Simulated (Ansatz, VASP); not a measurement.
# HgTe in VASP and in Ansatz

The input INCAR:

```
SYSTEM = HgTe
PREC     = Accurate       ! precision mode
ENCUT    = 520            ! plane-wave cutoff, eV
EDIFF    = 1E-6           ! SCF threshold, eV
ISMEAR   = -1             ! smearing method
SIGMA    = 0.05           ! smearing width, eV
LREAL    = .False.        ! projectors in reciprocal space
LASPH    = .True.         ! aspherical terms in the spheres
NELM     = 100            ! most SCF steps
ALGO     = Normal         ! electronic algorithm
ISIF     = 2              ! what is computed and relaxed
LWAVE    = .False.        ! write WAVECAR
LCHARG   = .True.         ! write CHGCAR
GGA      = CA             ! functional
LELF     = .True.         ! ELF
LVHAR    = .True.       
NBANDS   = 16             ! bands
```

The input KPOINTS:

```
regular mesh
0
Gamma
  11 11 11
  0 0 0
```

POSCAR

```
HgTe
1.0
    0.0000000000      2.8832843350      2.8832843350
    2.8832843350      0.0000000000      2.8832843350
    2.8832843350      2.8832843350      0.0000000000
Hg Te
1 1
Direct
    0.0000000000      0.0000000000      0.0000000000
    0.2500000000      0.2500000000      0.2500000000
```

Input for Ansatz:

```yaml
crystal:
  lattice:
    - [0.0, 2.883284335, 2.883284335]
    - [2.883284335, 0.0, 2.883284335]
    - [2.883284335, 2.883284335, 0.0]
  atoms:
    - { symbol: Hg, position: [0.0, 0.0, 0.0] }
    - { symbol: Te, position: [0.25, 0.25, 0.25] }
kpoints:
  mp_grid: { grid: [11, 11, 11] }
scf:
  occupations: { method: fermi_dirac, width: 0.05 }
hamiltonian:
  xc: lda
  pseudopotentials: { kind: all_electron, lapw: { basis_error: 0.001 } }
output:
  forces: true
  stress: true
  eigenvalues: true
  populations: true
```

Change from the starting cell: volume scaled by 0.72, LAPW.

Alike in both runs: task single point; functional LDA; k mesh 11 × 11 × 11; occupations fermi-dirac, width 0.05 eV; no spin polarisation.

```csv
,VASP,Ansatz
version,VASP 6.6.1,Ansatz 0.2.0
potentials or method,"VASP PAW LDA potentials, release 64 (Hg, Te), cutoff 520 eV","all-electron LAPW, scalar-relativistic"
```

```tsv
	VASP	Ansatz	Ansatz less VASP
pressure (GPa)	37.2	36.2	-1.00
```

LDA's correlation is that of Perdew and Zunger in VASP and of Perdew and Wang (1992) in Ansatz. Both programs put the cell under a high pressure, so it lies far from rest at this level. Ansatz ran all-electron here, and VASP with PAW potentials.

Spin-orbit coupling is off throughout.
